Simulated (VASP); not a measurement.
# Tl3H2 (R-3m) in VASP: notebook

Tl3H2 is run at these levels: PBE; tasks: single point, relaxation of cell and atoms.

All numbers are computed with VASP 6.6.1; they aren't measurements. Logs are shortened: lines on timing, memory, paths and dates and some standing lists are left out, and cuts for length are marked.

## Step 1: The cell of the first run

Symmetry: R-3m, No. 166, trigonal system. Conventional cell: a = 3.690 Å, b = 3.690 Å, c = 25.655 Å, α = 90.00°, β = 90.00°, γ = 120.00°. Within 3.9 Å of Tl (site symmetry -3m) lie 6 H at 2.73 Å and 12 Tl at 3.69 to 3.83 Å. Within 3.4 Å of Tl (site symmetry 3m) lie 3 H at 2.59 Å and 3 Tl at 3.06 Å. Within 3.4 Å of H (site symmetry 3m) lie 6 Tl at 2.59 to 2.73 Å.

## Step 2: Single point, PBE

INCAR reads:

```
PREC     = Accurate       # precision mode
ENCUT    = 520            # plane-wave cutoff, eV
EDIFF    = 1E-6           # SCF threshold, eV
ISMEAR   = 0              # smearing method
SIGMA    = 0.1            # smearing width, eV
LREAL    = False          # projectors in reciprocal space
LASPH    = True           # aspherical terms in the spheres
NELM     = 80             # most SCF steps
ALGO     = Normal         # electronic algorithm
ISIF     = 2              # what is computed and relaxed
LWAVE    = False          # write WAVECAR
LCHARG   = True           # write CHGCAR
GGA      = PE             # functional
LELF     = True           # ELF
LVHAR    = True         
NBANDS   = 28             # bands
```

KPOINTS reads:

```
regular mesh
0
Gamma
  6 6 6
```

POSCAR reads:

```
Tl3H2
1.0
    1.8448208072      1.0651077896      8.5516802369
   -1.8448208072      1.0651077896      8.5516802369
    0.0000000000     -2.1302155792      8.5516802369
Tl H
3 2
Direct
    0.0000000000      0.0000000000      0.0000000000
    0.2095000000      0.2095000000      0.2095000000
    0.7905000000      0.7905000000      0.7905000000
    0.4000000000      0.4000000000      0.4000000000
    0.6000000000      0.6000000000      0.6000000000
```

Potentials or basis: VASP PAW PBE potentials, release 64 (Tl_d, H).

The run is started by

```
$ cat potpaw_PBE.64/Tl_d/POTCAR potpaw_PBE.64/H/POTCAR > POTCAR
$ mpirun -np 1 vasp_std > vasp.out
```

OUTCAR:

```text
PREC = Accurate
   ENCUT = 520
   EDIFF = 1E-6
   ISMEAR = 0
   LREAL = False
   LASPH = True
   NELM = 80
   ISIF = 2
   GGA = PE

 ion  position               nearest neighbor table
   1  0.000  0.000  0.000-   3 3.83   2 3.83   3 3.83   3 3.83   2 3.83   2 3.83
   2  0.209  0.209  0.209-   3 3.06   3 3.06   3 3.06   1 3.83   1 3.83   1 3.83
   3  0.791  0.791  0.791-   2 3.06   2 3.06   2 3.06   1 3.83   1 3.83   1 3.83
   4  0.400  0.400  0.400-
   5  0.600  0.600  0.600-

  LATTYP: Found a trigonal (rhomboedric) cell.
 ALAT       =     8.8130047820
 COS(alpha) =     0.9123624232

  Lattice vectors:

 A1 = (   1.8448208072,   1.0651077896,   8.5516802369)
 A2 = (  -1.8448208072,   1.0651077896,   8.5516802369)
 A3 = (   0.0000000000,  -2.1302155792,   8.5516802369)

Analysis of symmetry for initial positions (statically):
=====================================================================
 Subroutine PRICEL returns:
 Original cell was already a primitive cell.

 Routine SETGRP: Setting up the symmetry group for a
 trigonal (rhombohedral) supercell.

 Subroutine GETGRP returns: Found 12 space group operations
 (whereof 12 operations were pure point group operations)
 out of a pool of 12 trial point group operations.

The static configuration has the point symmetry D_3d.

Analysis of symmetry for dynamics (positions and initial velocities):
=====================================================================
 Subroutine PRICEL returns:
 Original cell was already a primitive cell.

 Routine SETGRP: Setting up the symmetry group for a
 trigonal (rhombohedral) supercell.

 Subroutine GETGRP returns: Found 12 space group operations
 (whereof 12 operations were pure point group operations)
 out of a pool of 12 trial point group operations.

The dynamic configuration has the point symmetry D_3d.

 Subroutine INISYM returns: Found 12 space group operations
 (whereof 12 operations are pure point group operations),
 and found     1 'primitive' translations

----------------------------------------------------------------------------------------

                                     Primitive cell

  volume of cell :     100.8209

  direct lattice vectors                    reciprocal lattice vectors
     1.844820807  1.065107790  8.551680237     0.271029033  0.156478685  0.038978695
    -1.844820807  1.065107790  8.551680237    -0.271029033  0.156478685  0.038978695
     0.000000000 -2.130215579  8.551680237     0.000000000 -0.312957371  0.038978695

  length of vectors
     8.813004782  8.813004782  8.813004782     0.315375418  0.315375418  0.315375418

  position of ions in fractional coordinates (direct lattice)
     0.000000000  0.000000000  0.000000000
     0.209500000  0.209500000  0.209500000
     0.790500000  0.790500000  0.790500000
     0.400000000  0.400000000  0.400000000
     0.600000000  0.600000000  0.600000000

  ion indices of the primitive-cell ions
   primitive index   ion index
                 1           1
                 2           2
                 3           3
                 4           4
                 5           5

----------------------------------------------------------------------------------------

 KPOINTS: regular mesh

Automatic generation of k-mesh.
 Grid dimensions read from file:
 generate k-points for:    6    6    6

 Generating k-lattice:

  Cartesian coordinates                     Fractional coordinates (reciprocal lattice)
     0.045171506  0.026079781  0.006496449     0.166666667  0.000000000  0.000000000
    -0.045171506  0.026079781  0.006496449     0.000000000  0.166666667  0.000000000
     0.000000000 -0.052159562  0.006496449     0.000000000  0.000000000  0.166666667

  Length of vectors
     0.052562570  0.052562570  0.052562570

  Shift w.r.t. Gamma in fractional coordinates (k-lattice)
     0.000000000  0.000000000  0.000000000

 Subroutine IBZKPT returns following result:
 ===========================================

 Found     32 irreducible k-points:

 Following reciprocal coordinates:
[... 50 lines left out ...]
      2      -6.5080      2.00000
      3      -6.5011      2.00000
      4      -6.3218      2.00000
      5      -6.1473      2.00000
      6      -6.0985      2.00000
[... 20 lines left out ...]
     27      10.5357      0.00000
     28      12.5441      0.00000

 k-point     4 :       0.5000   -0.0000    0.0000
  band No.  band energies     occupation
      1      -6.6293      2.00000
      2      -6.5333      2.00000
      3      -6.5088      2.00000
      4      -6.4859      2.00000
      5      -6.1436      2.00000
      6      -6.0870      2.00000
[... 20 lines left out ...]
     27       9.5147      0.00000
     28      12.2028      0.00000

 k-point     5 :       0.1667    0.1667   -0.0000
  band No.  band energies     occupation
      1      -6.5957      2.00000
      2      -6.5042      2.00000
      3      -6.4425      2.00000
      4      -6.3423      2.00000
      5      -6.2747      2.00000
      6      -6.0850      2.00000
[... 20 lines left out ...]
     27      12.3656      0.00000
     28      13.3588      0.00000

 k-point     6 :       0.3333    0.1667    0.0000
  band No.  band energies     occupation
      1      -6.6138      2.00000
      2      -6.5387      2.00000
      3      -6.3919      2.00000
      4      -6.3331      2.00000
      5      -6.2052      2.00000
      6      -6.1164      2.00000
[... 463 lines left out ...]
      5      -6.1674      2.00000
      6      -6.0752      2.00000
[... 20 lines left out ...]
     27      11.1333      0.00000
     28      12.0189      0.00000

 k-point    22 :      -0.1667    0.3333    0.1667
  band No.  band energies     occupation
      1      -6.6127      2.00000
      2      -6.5692      2.00000
      3      -6.4351      2.00000
      4      -6.3675      2.00000
      5      -6.1563      2.00000
      6      -6.0685      2.00000
[... 20 lines left out ...]
     27       9.9777      0.00000
     28      11.8355      0.00000

 k-point    23 :       0.5000    0.5000    0.1667
  band No.  band energies     occupation
      1      -6.6421      2.00000
      2      -6.5139      2.00000
      3      -6.4975      2.00000
      4      -6.3103      2.00000
      5      -6.1420      2.00000
      6      -6.1047      2.00000
[... 20 lines left out ...]
     27      11.3308      0.00000
     28      11.9671      0.00000

 k-point    24 :      -0.3333    0.5000    0.1667
  band No.  band energies     occupation
      1      -6.6153      2.00000
      2      -6.5667      2.00000
      3      -6.4350      2.00000
      4      -6.3686      2.00000
      5      -6.1645      2.00000
      6      -6.0575      2.00000
[... 20 lines left out ...]
     27      11.3929      0.00000
     28      12.5950      0.00000

 [... further k-points ...]

------------------------ aborting loop because EDIFF is reached ----------------------------------------

  FORCE on cell =-STRESS in cart. coord.  units (eV):
  Direction    XX          YY          ZZ          XY          YZ          ZX
  --------------------------------------------------------------------------------------
  -------------------------------------------------------------------------------------
  Total        1.4874799      1.4874799      2.3612724      0.0000000     -0.0000000      0.0000000
  in kB       23.6380276     23.6380276     37.5237489      0.0000000     -0.0000000      0.0000000
  external PRESSURE =      28.2666013 kB  Pullay stress =       0.0000000 kB

 VOLUME and BASIS-vectors are now :
 -----------------------------------------------------------------------------
  energy-cutoff  :      520.00
  volume of cell :      100.82
      direct lattice vectors                 reciprocal lattice vectors
     1.844820807  1.065107790  8.551680237     0.271029033  0.156478685  0.038978695
    -1.844820807  1.065107790  8.551680237    -0.271029033  0.156478685  0.038978695
     0.000000000 -2.130215579  8.551680237     0.000000000 -0.312957371  0.038978695

 POSITION                                       TOTAL-FORCE (eV/Angst)
 -----------------------------------------------------------------------------------
      0.00000      0.00000      0.00000         0.000000     -0.000000      0.000000
      0.00000      0.00000      5.37473        -0.000000     -0.000000      1.430002
      0.00000      0.00000     20.28031        -0.000000      0.000000     -1.430002
      0.00000      0.00000     10.26202        -0.000000     -0.000000      0.094295
      0.00000      0.00000     15.39302        -0.000000     -0.000000     -0.094295
 -----------------------------------------------------------------------------------
    total drift:                               -0.000000      0.000000      0.000000

  FREE ENERGIE OF THE ION-ELECTRON SYSTEM (eV)
  ---------------------------------------------------
  free  energy   TOTEN  =       -11.4209560975 eV

  energy  without entropy=      -11.4179424333  energy(sigma->0) =      -11.41944927
```

Wall time 3.5 min (1 thread of Intel Xeon 6975P-C (Granite Rapids), shared host); peak memory 0.66 GiB.

What came out:

| Property | Result |
| --- | --- |
| Free energy | -11.4210 eV |
| Pressure | 2.8 GPa |
| Largest force | 1.430 eV/Å |
| Band gap on the k mesh | zero (an odd number of electrons rules out a gap without spin polarisation) |

Forces on the atoms (eV/Å):
```
Tl   0.000  0.000  0.000
Tl   0.000  0.000  1.430
Tl   0.000  0.000 -1.430
H    0.000  0.000  0.094
H    0.000  0.000 -0.094
```

Stress tensor (GPa, compression positive):
```
2.36 0.00 0.00
0.00 2.36 0.00
0.00 0.00 3.75
```

Levels at points of the mesh, in eV from the Fermi level:
| k point | band 19 | band 20 | band 21 | band 22 | band 23 | band 24 |
| --- | --- | --- | --- | --- | --- | --- |
| (0.00, 0.00, 0.00) | -1.09 | -0.52 | 4.64 | 4.93 | 6.36 | 6.36 |
| (0.50, 0.00, 0.00) | -2.58 | -2.56 | -1.92 | 2.39 | 2.58 | 3.13 |
| (0.50, 0.50, 0.00) | -3.98 | -1.32 | -0.30 | 0.14 | 1.55 | 2.86 |
| (0.50, 0.50, 0.50) | -4.02 | 1.85 | 4.34 | 5.13 | 6.28 | 6.28 |

Caveat: spin-orbit coupling is left out, which moves the levels of the heavy elements; forces of over 1 eV/Å act on the atoms, so gaps and moduli don't describe the material at rest.

## Step 3: Single point, PBE

This run uses another cell than the first one, of 22.00 Å³/atom.

INCAR reads:

```
SYSTEM = Tl3H2
  PREC = Accurate
  ENCUT = 520
  EDIFF = 1E-6
  ISMEAR = 0
  SIGMA = 0.1
  LREAL = .FALSE.
  LASPH = .TRUE.
  NELM = 100
  ALGO = Normal
  ISIF = 2
  LWAVE = .FALSE.
  LCHARG = .TRUE.
  GGA = PE
  LELF = .TRUE.
  LVHAR = .TRUE.
  NBANDS = 28
```

KPOINTS reads:

```
Automatic mesh
0
G
  6 6 6
  0 0 0
```

POSCAR reads:

```
Tl3H2
1.0
    1.8237960807      1.0529691582      9.5464038878
   -1.8237960807      1.0529691582      9.5464038878
    0.0000000000     -2.1059383163      9.5464038878
Tl H
3 2
Direct
    0.0000000000      0.0000000000      0.0000000000
    0.2234685055      0.2234685055      0.2234685055
    0.7765314945      0.7765314945      0.7765314945
    0.4019047320      0.4019047320      0.4019047320
    0.5980952680      0.5980952680      0.5980952680
```

Potentials or basis: VASP PAW PBE potentials, release 64 (Tl_d, H).

The run is started by

```
$ cat potpaw_PBE.64/Tl_d/POTCAR potpaw_PBE.64/H/POTCAR > POTCAR
$ mpirun -np 1 vasp_std > vasp.out
```

Run time: 5.8 min. Hardware: 1 thread of Intel Xeon 6975P-C (Granite Rapids), shared host; peak memory 0.91 GiB.

The run converged. Its results:

| Property | Result |
| --- | --- |
| Free energy | -11.8455 eV |
| Pressure | -0.1 GPa |
| Largest force | 0.007 eV/Å |
| Band gap on the k mesh | zero (an odd number of electrons rules out a gap without spin polarisation) |

Forces in eV/Å, atoms in the order of the input:
```
Tl   0.000  0.000  0.000
Tl   0.000  0.000 -0.007
Tl   0.000  0.000  0.007
H    0.000  0.000 -0.006
H    0.000  0.000  0.006
```

Stress tensor (GPa, compression positive):
```
-0.02  0.00  0.00
 0.00 -0.02  0.00
 0.00  0.00 -0.12
```

Levels at points of the mesh, in eV from the Fermi level:
| k point | band 17 | band 18 | band 19 | band 20 | band 21 | band 22 | band 23 | band 24 |
| --- | --- | --- | --- | --- | --- | --- | --- | --- |
| (0.00, 0.00, 0.00) | -8.03 | -6.91 | -1.78 | -1.55 | 4.12 | 4.24 | 7.33 | 7.45 |
| (0.50, 0.00, 0.00) | -5.33 | -4.93 | -3.29 | -2.84 | -1.25 | 2.10 | 2.29 | 2.76 |
| (0.50, 0.50, 0.00) | -5.13 | -5.05 | -3.87 | -2.24 | -0.68 | 0.57 | 1.64 | 3.40 |
| (0.50, 0.50, 0.50) | -8.74 | -6.02 | -3.67 | 0.49 | 3.61 | 4.21 | 6.36 | 7.23 |

Caveat: spin-orbit coupling is left out, which moves the levels of the heavy elements.

## Step 4: Relaxation of cell and atoms, PBE

INCAR reads:

```
ALGO = Normal
EDIFF = 1E-7
EDIFFG = -0.04
ENCUT = 600
GGA = PE
IBRION = 2
ISIF = 3
ISMEAR = 0
LASPH = True
LCHARG = False
LREAL = False
LWAVE = False
NELM = 60
NSW = 90
PREC = Accurate
SIGMA = 0.1
```

KPOINTS reads:

```
k-points
0
Gamma
  6 6 6
```

POSCAR reads:

```
Tl3H2
1.0
    1.8448208072      1.0651077896      8.5516802369
   -1.8448208072      1.0651077896      8.5516802369
    0.0000000000     -2.1302155792      8.5516802369
Tl H
3 2
Direct
    0.0000000000      0.0000000000      0.0000000000
    0.2095000000      0.2095000000      0.2095000000
    0.7905000000      0.7905000000      0.7905000000
    0.4000000000      0.4000000000      0.4000000000
    0.6000000000      0.6000000000      0.6000000000
```

The run is started by

```
$ cat potpaw_PBE.64/Tl_d/POTCAR potpaw_PBE.64/H/POTCAR > POTCAR
$ mpirun -np 1 vasp_std > vasp.out
```

Wall time 27 min (1 thread of Intel Xeon 6975P-C (Granite Rapids), shared host); peak memory 0.77 GiB.

The run converged. Its results:

* Free energy: -11.8411 eV
* Relaxed volume: 22.03 Å³/atom
* Relaxed cell: a = 9.688 Å, b = 9.688 Å, c = 9.688 Å, α = 21.82°, β = 21.82°, γ = 21.82°
* Space group after relaxing (to 0.1 Å): R-3m (No. 166)
* Energy gained by relaxing: 83.9 meV/atom
* Ionic steps: 11
* Pressure after relaxing: -0.1 GPa
* Largest force after relaxing: 0.030 eV/Å
* Band gap on the k mesh: zero (an odd number of electrons rules out a gap without spin polarisation)

Forces on the atoms (eV/Å):
```
Tl   0.000  0.000  0.000
Tl   0.000  0.000 -0.030
Tl   0.000  0.000  0.030
H    0.000  0.000 -0.017
H    0.000  0.000  0.017
```

Stress tensor (GPa, compression positive):
```
-0.14  0.00  0.00
 0.00 -0.14  0.00
 0.00  0.00  0.10
```

The path:
```tsv
step	energy change (eV)	largest force (eV/Å)	pressure (GPa)	volume (Å³)
1	0.0000	1.4302	2.87	100.82
2	-0.2108	0.8201	0.43	106.19
3	-0.2927	0.4164	-1.27	112.97
4	-0.2946	0.3884	-1.37	113.83
5	-0.3456	0.3022	-0.89	110.74
6	-0.3906	0.1263	0.37	105.28
7	-0.3911	0.0968	0.60	104.50
8	-0.4008	0.0586	0.45	105.56
9	-0.4164	0.0308	0.12	108.73
10	-0.4170	0.0569	0.03	109.68
11	-0.4197	0.0302	-0.06	110.13
```

Final structure:
```
Tl H
1.0
     1.83385    1.05877    9.45381
    -1.83385    1.05877    9.45381
     0.00000   -2.11755    9.45381
Tl H
3 2
Direct
  0.00000 0.00000 0.00000
  0.22353 0.22353 0.22353
  0.77647 0.77647 0.77647
  0.40229 0.40229 0.40229
  0.59771 0.59771 0.59771
```

Levels at points of the mesh, in eV from the Fermi level:
```
           k point  band 17  band 18  band 19  band 20  band 21  band 22  band 23  band 24
(0.00, 0.00, 0.00)    -8.00    -6.86    -1.69    -1.42     4.05     4.22     7.30     7.30
(0.50, 0.00, 0.00)    -5.36    -4.95    -3.29    -2.84    -1.23     2.16     2.36     2.77
(0.50, 0.50, 0.00)    -5.18    -5.07    -3.88    -2.22    -0.65     0.60     1.67     3.59
(0.50, 0.50, 0.50)    -8.72    -5.92    -3.61     0.60     3.79     4.11     6.35     7.06
```

Caveat: spin-orbit coupling is left out, which moves the levels of the heavy elements.

## Step 5: Single point, PBE

This run uses another cell than the first one, of 23.25 Å³/atom.

INCAR reads:

```
SYSTEM = Tl3H2
  PREC = Accurate
  ENCUT = 520
  EDIFF = 1E-6
  ISMEAR = 0
  SIGMA = 0.1
  LREAL = .False.
  LASPH = .True.
  NELM = 100
  ALGO = Normal
  ISIF = 2
  LWAVE = .False.
  LCHARG = .False.
  GGA = PE
  NBANDS = 28
```

KPOINTS reads:

```
regular mesh
0
Gamma
  12 12 12
  0 0 0
```

POSCAR reads:

```
Tl3H2
1.0
    1.7789784666      1.0270936966     10.6031538255
   -1.7789784666      1.0270936966     10.6031538255
    0.0000000000     -2.0541873931     10.6031538255
Tl H
3 2
Direct
    0.0000000000      0.0000000000      0.0000000000
    0.2275494190      0.2275494190      0.2275494190
    0.7724505810      0.7724505810      0.7724505810
    0.3996905935      0.3996905935      0.3996905935
    0.6003094065      0.6003094065      0.6003094065
```

The run is started by

```
$ cat potpaw_PBE.64/Tl_d/POTCAR potpaw_PBE.64/H/POTCAR > POTCAR
$ mpirun -np 1 vasp_std > vasp.out
```

Wall time 34 min (1 thread of Intel Xeon 6975P-C (Granite Rapids), shared host); peak memory 1.2 GiB.

It converged, with:

| Item | Value |
| --- | --- |
| Free energy | -11.8408 eV |
| Pressure | -0.1 GPa |
| Band gap on the k mesh | zero (an odd number of electrons rules out a gap without spin polarisation) |

Stress tensor (GPa, compression positive):
```
-0.12  0.00  0.00
 0.00 -0.12  0.00
 0.00  0.00 -0.02
```

Levels at points of the mesh, in eV from the Fermi level:
```tsv
k point	band 17	band 18	band 19	band 20	band 21	band 22	band 23	band 24
(0.00, 0.00, 0.00)	-8.52	-7.20	-2.57	-2.29	3.60	3.76	5.81	8.13
(0.50, 0.00, 0.00)	-5.23	-4.96	-3.53	-2.99	-1.32	1.50	1.69	2.52
(0.50, 0.50, 0.00)	-5.14	-5.00	-3.79	-2.72	-1.07	0.56	1.52	2.62
(0.50, 0.50, 0.50)	-8.83	-6.86	-3.73	-0.77	2.19	4.33	5.84	7.97
```

Caveat: spin-orbit coupling is left out, which moves the levels of the heavy elements.

## Step 6: Summary

```tsv
task	cell	k mesh	cutoff (eV)	gap on the mesh (eV)	pressure (GPa)	largest force (eV/Å)
single point	a = 8.813 Å, angles 24.2°, 5 atoms, atomic positions A	6 × 6 × 6	520	none	2.8	1.43
single point	a = 9.776 Å, angles 21.5°, 5 atoms, atomic positions B	6 × 6 × 6	520	none	-0.1	0.01
relaxation of cell and atoms	relaxed from a = 8.813 Å, angles 24.2°, 5 atoms, atomic positions A	6 × 6 × 6	600	none	-0.1	0.03
single point	a = 10.800 Å, angles 19.0°, 5 atoms, atomic positions C	12 × 12 × 12	520	none	-0.1	-
```

Alike in all rows: level PBE; potentials or basis VASP PAW PBE potentials, release 64 (Tl_d, H); no spin polarisation; smearing gaussian 0.1 eV.

Caveats: spin-orbit coupling is left out, which moves the levels of the heavy elements; forces of over 1 eV/Å act on the atoms, so gaps and moduli don't describe the material at rest (at least some runs).

Absolute energies hang on the potentials; compare differences alone.
